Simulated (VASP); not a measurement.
# Li2CaSc2 (P4/mmm) in VASP: relaxation of cell and atoms with PBE

Aim: the relaxation of cell and atoms of Li2CaSc2 with PBE.

Program: VASP 6.6.1. These are calculated values, not measurements. Logs are shortened: lines on timing, memory, paths and dates and some standing lists are left out, and cuts for length are marked.

## 1. The cell of the first run

Symmetry: P4/mmm, No. 123, tetragonal system. The conventional cell has a = 3.360 Å, b = 3.360 Å, c = 11.213 Å, α = 90.00°, β = 90.00°, γ = 90.00°. Li (site symmetry 4/mmm) has 4 Li at 2.38 Å within 3.1 Å. Li (site symmetry 4/mmm) has 4 Li at 2.38 Å and 2 Sc at 2.83 Å within 3.1 Å. Within 4.4 Å of Ca (site symmetry 4/mmm) lie 4 Ca at 3.36 Å and 8 Sc at 3.66 Å. Within 3.7 Å of Sc (site symmetry 4mm) lie 5 Li at 2.83 to 3.69 Å and 4 Sc at 3.36 Å and 4 Ca at 3.66 Å.

The cell was generated, and may not be a known phase.

## 2. Relaxation of cell and atoms, PBE, collinear spin

Input file INCAR:

```
PREC     = Accurate       # precision mode
ENCUT    = 750            # plane-wave cutoff, eV
EDIFF    = 1E-7           # SCF threshold, eV
ISMEAR   = 0              # smearing method
SIGMA    = 0.1            # smearing width, eV
LREAL    = False          # projectors in reciprocal space
LASPH    = True           # aspherical terms in the spheres
NELM     = 200            # most SCF steps
ALGO     = Normal         # electronic algorithm
ISIF     = 3              # what is computed and relaxed
LWAVE    = False          # write WAVECAR
LCHARG   = False          # write CHGCAR
ISPIN    = 2              # spin polarisation
MAGMOM   = 0 0 0 0.36 0.36 # initial moments
LORBIT   = 11             # projections on sites
LMAXMIX  = 4              # l up to which the mixer works
GGA      = PE             # functional
IBRION   = 2              # ionic algorithm
NSW      = 100            # ionic steps
EDIFFG   = -0.01          # ionic threshold
GGA_COMPAT= False        
NELMIN   = 4            
KPAR     = 4
```

Input file KPOINTS:

```
Automatic mesh
0
Gamma
  12 12 4
```

Input file POSCAR:

```
Li2CaSc2
1.0
    3.3602215810      0.0000000000      0.0000000000
    0.0000000000      3.3602215810      0.0000000000
    0.0000000000      0.0000000000     11.2132197003
Li Ca Sc
2 1 2
Direct
    0.5000000000      0.5000000000      0.0000000000
    0.0000000000      0.0000000000      0.0000000000
    0.5000000000      0.5000000000      0.5000000000
    0.0000000000      0.0000000000      0.2522009710
    0.0000000000      0.0000000000      0.7477990290
```

Potentials or basis: VASP PAW PBE potentials, release 64 (Li_sv, Ca_sv, Sc_sv).

On the command line:

```console
$ cat potpaw_PBE.64/Li_sv/POTCAR potpaw_PBE.64/Ca_sv/POTCAR potpaw_PBE.64/Sc_sv/POTCAR > POTCAR
$ mpirun -np 4 vasp_std > vasp.out
```

OUTCAR:

```text
PREC = Accurate
   ENCUT = 750
   EDIFF = 1E-7
   ISMEAR = 0
   LREAL = False
   LASPH = True
   NELM = 200
   ISIF = 3
   ISPIN = 2
   LORBIT = 11
   GGA = PE
   IBRION = 2
   NSW = 100
   EDIFFG = -0.01
   NELMIN = 4

 ion  position               nearest neighbor table
   1  0.500  0.500  0.000-   2 2.38   2 2.38   2 2.38   2 2.38
   2  0.000  0.000  0.000-   1 2.38   1 2.38   1 2.38   1 2.38   5 2.83   4 2.83
   3  0.500  0.500  0.500-
   4  0.000  0.000  0.252-   2 2.83
   5  0.000  0.000  0.748-   2 2.83

  LATTYP: Found a simple tetragonal cell.
 ALAT       =     3.3602215810
 C/A-ratio  =     3.3370477006

  Lattice vectors:

 A1 = (   3.3602215810,   0.0000000000,   0.0000000000)
 A2 = (   0.0000000000,   3.3602215810,   0.0000000000)
 A3 = (   0.0000000000,   0.0000000000,  11.2132197003)

Analysis of symmetry for initial positions (statically):
=====================================================================
 Subroutine PRICEL returns:
 Original cell was already a primitive cell.

 Routine SETGRP: Setting up the symmetry group for a
 simple tetragonal supercell.

 Subroutine GETGRP returns: Found 16 space group operations
 (whereof 16 operations were pure point group operations)
 out of a pool of 16 trial point group operations.

The static configuration has the point symmetry D_4h.

Analysis of symmetry for dynamics (positions and initial velocities):
=====================================================================
 Subroutine PRICEL returns:
 Original cell was already a primitive cell.

 Routine SETGRP: Setting up the symmetry group for a
 simple tetragonal supercell.

 Subroutine GETGRP returns: Found 16 space group operations
 (whereof 16 operations were pure point group operations)
 out of a pool of 16 trial point group operations.

The dynamic configuration has the point symmetry D_4h.

Analysis of structural, dynamic, and magnetic symmetry:
=====================================================================
 Subroutine PRICEL returns:
 Original cell was already a primitive cell.

 Routine SETGRP: Setting up the symmetry group for a
 simple tetragonal supercell.

 Subroutine GETGRP returns: Found 16 space group operations
 (whereof 16 operations were pure point group operations)
 out of a pool of 16 trial point group operations.

The overall configuration has the point symmetry D_4h.

 Subroutine INISYM returns: Found 16 space group operations
 (whereof 16 operations are pure point group operations),
 and found     1 'primitive' translations

----------------------------------------------------------------------------------------

                                     Primitive cell

  volume of cell :     126.6095

  direct lattice vectors                    reciprocal lattice vectors
     3.360221581  0.000000000  0.000000000     0.297599422  0.000000000  0.000000000
     0.000000000  3.360221581  0.000000000     0.000000000  0.297599422  0.000000000
     0.000000000  0.000000000 11.213219700     0.000000000  0.000000000  0.089180452

  length of vectors
     3.360221581  3.360221581 11.213219700     0.297599422  0.297599422  0.089180452

  position of ions in fractional coordinates (direct lattice)
     0.500000000  0.500000000  0.000000000
     0.000000000  0.000000000  0.000000000
     0.500000000  0.500000000  0.500000000
     0.000000000  0.000000000  0.252200971
     0.000000000  0.000000000  0.747799029

  ion indices of the primitive-cell ions
   primitive index   ion index
                 1           1
                 2           2
                 3           3
                 4           4
                 5           5

----------------------------------------------------------------------------------------

 KPOINTS: Automatic mesh

Automatic generation of k-mesh.
 Grid dimensions read from file:
 generate k-points for:   12   12    4

 Generating k-lattice:

  Cartesian coordinates                     Fractional coordinates (reciprocal lattice)
     0.024799952  0.000000000  0.000000000     0.083333333  0.000000000  0.000000000
     0.000000000  0.024799952  0.000000000     0.000000000  0.083333333  0.000000000
     0.000000000  0.000000000  0.022295113     0.000000000  0.000000000  0.250000000

  Length of vectors
     0.024799952  0.024799952  0.022295113

  Shift w.r.t. Gamma in fractional coordinates (k-lattice)
     0.000000000  0.000000000  0.000000000

 Subroutine IBZKPT returns following result:
 ===========================================

 Found     84 irreducible k-points:

 Following reciprocal coordinates:
            Coordinates               Weight
  0.000000  0.000000  0.000000      1.000000
  0.083333  0.000000  0.000000      4.000000
  0.166667  0.000000  0.000000      4.000000
  0.250000  0.000000  0.000000      4.000000
  0.333333  0.000000  0.000000      4.000000
  0.416667  0.000000  0.000000      4.000000
[... 16 lines left out ...]
  0.333333  0.333333  0.000000      4.000000
  0.416667  0.333333  0.000000      8.000000
 [... further k-points ...]
   k-points           NKPTS =     84   k-points in BZ     NKDIM =     84   number of bands    NBANDS=     23
   number of dos      NEDOS =    301   number of ions     NIONS =      5
   total plane-waves  NPLWV =  90000
   dimension x,y,z NGX =    30 NGY =   30 NGZ =  100
   dimension x,y,z NGXF=    60 NGYF=   60 NGZF=  200
   ions per type =               2   1   2
   NGX,Y,Z   is equivalent  to a cutoff of  14.84, 14.84, 14.83 a.u.
   NGXF,Y,Z  is equivalent  to a cutoff of  29.68, 29.68, 29.65 a.u.
 SYSTEM =  unknown system
   PREC   = accura    normal or accurate (medium, high low for compatibility)
   ISTART =      0    job   : 0-new  1-cont  2-samecut
   ICHARG =      2    charge: 1-file 2-atom 10-const
   ISPIN  =      2    spin polarized calculation?
   LNONCOLLINEAR =      F non collinear calculations
   LSORBIT =      F    spin-orbit coupling
   LASPH  =      T    aspherical Exc in radial PAW
   ENCUT  =  750.0 eV  55.12 Ry    7.42 a.u.   7.50  7.50 25.04*2*pi/ulx,y,z
   NELM   =    200;   NELMIN=  4; NELMDL= -5     # of ELM steps
   EDIFF  = 0.1E-06   stopping-criterion for ELM
   LREAL  =      F    real-space projection
   EDIFFG = -.1E-01   stopping-criterion for IOM
   NSW    =    100    number of steps for IOM
   IBRION =      2    ionic relax: 0-MD 1-quasi-New 2-CG
   NFREE  =      1    steps in history (QN), initial steepest desc. (CG)
   ISIF   =      3    stress and relaxation
   ISYM   =      2    0-nonsym 1-usesym 2-fastsym
   POTIM  = 0.5000    time-step for ionic-motion
   TEBEG  =    0.0;   TEEND  =   0.0 temperature during run
   PSTRESS=    0.0 pullay stress
   NELECT =      38.0000    total number of electrons
   NUPDOWN=      -1.0000    fix difference up-down
   EMIN   =  10.00;   EMAX   =-10.00  energy-range for DOS
   EFERMI =   0.00;   METHOD = LEGACY
   ISMEAR =     0;   SIGMA  =   0.10  broadening in eV -4-tet -1-fermi 0-gaus
   EFERMI_NEDOS =   21; number of points for ismear=-14 and -15
   IALGO  =     38    algorithm
   IMIX   =      4    mixing-type and parameters
     AMIX     =   0.40;   BMIX     =  1.00
     AMIX_MAG =   1.60;   BMIX_MAG =  1.00
  volume/ion in A,a.u.               =      25.32       170.88
  Fermi-wavevector in a.u.,A,eV,Ry     =   1.096093  2.071315 16.346302  1.201419
  Thomas-Fermi vector in A             =   2.232428
   LORBIT       =     11    0 simple, 1 ext, 2 COOP (PROOUT), +10 PAW based schemes
   GGA     = PE    functional components
   LHFCALC =     F    Hartree Fock is set to
   AEXX    =    0.0000 exact exchange contribution
   IVDW    =     0    specifies the selected vdW correction
   LEPSILON=     F    determine dielectric tensor
   LRPA    =     F    only Hartree local field effects (RPA)
 conjugate gradient relaxation of ions
 spin polarized calculation
 Gauss-broadening in eV      SIGMA  =   0.10
  energy-cutoff  :      750.00
  volume of cell :      126.61
 maximum number of plane-waves:      5948
   NGX = 15   NGY = 15   NGZ = 51

--------------------------------------- Ionic step        1  -------------------------------------------

 number of electron      37.9999987 magnetization       1.1674142

 Free energy of the ion-electron system (eV)
  ---------------------------------------------------
  ext. energy  EPLUGINS =         0.00000000
  ---------------------------------------------------
  free energy    TOTEN  =       -16.29995949 eV

  energy without entropy =      -16.25264094  energy(sigma->0) =      -16.27630021

------------------------ aborting loop because EDIFF is reached ----------------------------------------

  FORCE on cell =-STRESS in cart. coord.  units (eV):
  Direction    XX          YY          ZZ          XY          YZ          ZX
  --------------------------------------------------------------------------------------
  -------------------------------------------------------------------------------------
  Total        0.2166544      0.2166544     -0.6143118      0.0000000      0.0000000      0.0000000
  in kB        2.7416497      2.7416497     -7.7737981      0.0000000      0.0000000      0.0000000
  external PRESSURE =      -0.7634996 kB  Pullay stress =       0.0000000 kB
[... 297 lines left out ...]
  energy  without entropy=      -16.2629561994  energy(sigma->0) =      -16.28485984

--------------------------------------- Ionic step        9  -------------------------------------------

 number of electron      37.9999997 magnetization       1.6527211

 Free energy of the ion-electron system (eV)
  ---------------------------------------------------
  ext. energy  EPLUGINS =         0.00000000
  ---------------------------------------------------
  free energy    TOTEN  =       -16.30680090 eV

  energy without entropy =      -16.26345787  energy(sigma->0) =      -16.28512938

 E-fermi :   2.2653     XC(G=0):  -8.5271

 val. band max:        2.2639513069   @ k =   0.0833   0.0000   0.2500
 cond. band min:       2.2652980522   @ k =   0.2500   0.0000   0.5000
 fundamental gap:      0.0013467453
 Fermi energy:         2.2652797353

 spin component 1

 k-point     1 :       0.0000    0.0000    0.0000
  band No.  band energies     occupation
      1     -48.0395      1.00000
      2     -48.0394      1.00000
      3     -44.1336      1.00000
      4     -43.7466      1.00000
      5     -38.8067      1.00000
      6     -26.6670      1.00000
[... 613 lines left out ...]
     22       2.8286      0.00000
     23       3.0980      0.00000

 [... further k-points ...]

 spin component 2

 k-point     1 :       0.0000    0.0000    0.0000
  band No.  band energies     occupation
      1     -47.7335      1.00000
      2     -47.7335      1.00000
      3     -44.1153      1.00000
      4     -43.7390      1.00000
      5     -38.7533      1.00000
      6     -26.3563      1.00000
[... 647 lines left out ...]
  FREE ENERGIE OF THE ION-ELECTRON SYSTEM (eV)
  ---------------------------------------------------
  free  energy   TOTEN  =       -16.3068008996 eV

  energy  without entropy=      -16.2634578704  energy(sigma->0) =      -16.28512938

 reached required accuracy - stopping structural energy minimisation

 total charge

# of ion       s       p       d       tot
------------------------------------------
    1        2.040   0.062   0.000   2.102
    2        2.052   0.071   0.000   2.123
    3        2.085   5.841   0.232   8.159
    4        2.254   6.056   0.925   9.235
    5        2.254   6.056   0.925   9.235
--------------------------------------------------
tot         10.686  18.087   2.082  30.854

 magnetization (x)

# of ion       s       p       d       tot
------------------------------------------
    1       -0.001   0.007   0.000   0.006
    2        0.004   0.005   0.000   0.009
    3       -0.001   0.013   0.047   0.059
    4        0.007   0.028   0.334   0.370
    5        0.007   0.028   0.334   0.370
--------------------------------------------------
tot          0.016   0.082   0.716   0.814
```

Wall time 39 min (4 MPI ranks of Intel Xeon Platinum 8488C (Sapphire Rapids), shared host); peak memory 0.88 GiB.

Results:

```
Free energy                                           : -16.3068 eV
Relaxed volume                                        : 25.36 Å³/atom
Relaxed cell                                          : a = 3.391 Å, b = 3.391 Å, c = 11.025 Å, α = 90.00°, β = 90.00°, γ = 90.00°
Space group after relaxing (to 0.1 Å)                 : P4/mmm (No. 123)
Energy gained by relaxing                             : 1.4 meV/atom
Ionic steps                                           : 9
Pressure after relaxing                               : 0.0 GPa
Largest force after relaxing                          : 0.007 eV/Å
Net moment                                            : 1.65 μB per cell
Site moments                                          : Li +0.01; Ca +0.06; Sc +0.37 μB
Valence electrons inside the program's atomic spheres : Li 2.10, 2.12; Ca 8.16; Sc 9.23
```

Forces on the atoms (eV/Å):
```
Li   0.000  0.000  0.000
Li   0.000  0.000  0.000
Ca   0.000  0.000  0.000
Sc   0.000  0.000 -0.007
Sc   0.000  0.000  0.007
```

Step by step:
| step | energy change (eV) | largest force (eV/Å) | pressure (GPa) | volume (Å³) |
| --- | --- | --- | --- | --- |
| 1 | 0.0000 | 0.0559 | -0.08 | 126.61 |
| 2 | -0.0039 | 0.0268 | 0.00 | 126.39 |
| 3 | -0.0062 | 0.0163 | 0.12 | 126.04 |
| 4 | -0.0062 | 0.0193 | 0.12 | 126.01 |
| 5 | -0.0065 | 0.0227 | 0.04 | 126.46 |
| 6 | -0.0066 | 0.0246 | -0.02 | 126.76 |
| 7 | -0.0067 | 0.0193 | -0.02 | 126.77 |
| 8 | -0.0068 | 0.0108 | -0.01 | 126.78 |
| 9 | -0.0068 | 0.0066 | 0.01 | 126.81 |

Final structure:
```yaml
crystal:
  lattice:
    - [3.39138, 0.00000, 0.00000]
    - [0.00000, 3.39138, 0.00000]
    - [0.00000, 0.00000, 11.02540]
  atoms:
    - { symbol: Li, position: [0.50000, 0.50000, 0.00000] }
    - { symbol: Li, position: [0.00000, 0.00000, 0.00000] }
    - { symbol: Ca, position: [0.50000, 0.50000, 0.50000] }
    - { symbol: Sc, position: [0.00000, 0.00000, 0.25278] }
    - { symbol: Sc, position: [0.00000, 0.00000, 0.74722] }
```
